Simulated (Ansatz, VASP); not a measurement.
Two plane-wave programs on Ag3B

```
CELL_PARAMETERS angstrom
3.00622 0.00000 0.00000
-1.50311 2.60347 0.00000
0.00000 0.00000 7.81401
ATOMIC_POSITIONS crystal
Ag 0.66667 0.33333 0.50000
Ag 0.33333 0.66667 0.19296
Ag 0.33333 0.66667 0.80704
B 0.66667 0.33333 0.00000
```

Alike in both runs: functional PBE; k mesh 18 × 18 × 6; occupations fermi-dirac, width 0.15 eV; no spin polarisation.

Ansatz relaxed the structure, and its values are those at the end. VASP's run is a single point on that final structure, the one shown.

```csv
,VASP,Ansatz
version,VASP 6.6.1,Ansatz 0.2.0
potentials or method,"VASP PAW PBE potentials, release 64 (Ag, B), cutoff 520 eV","scalar-relativistic, plane waves, PAW"
valence electrons in the cell,36,60
```

Ansatz gave:

* gap on the k mesh at the Fermi level (eV): none
* pressure (GPa): 0.0
* rms of the force components (eV/Å): 0.000

Q: What did VASP give for the same quantities?

A: gap on the k mesh at the Fermi level (eV): none; pressure (GPa): -0.1; rms of the force components (eV/Å): 0.004.

A gap of «none» marks a metal or a gap that the smearing closes. VASP's potentials hold 36 valence electrons a cell and Ansatz's 60, so a difference there can come from the potentials and not from the codes.
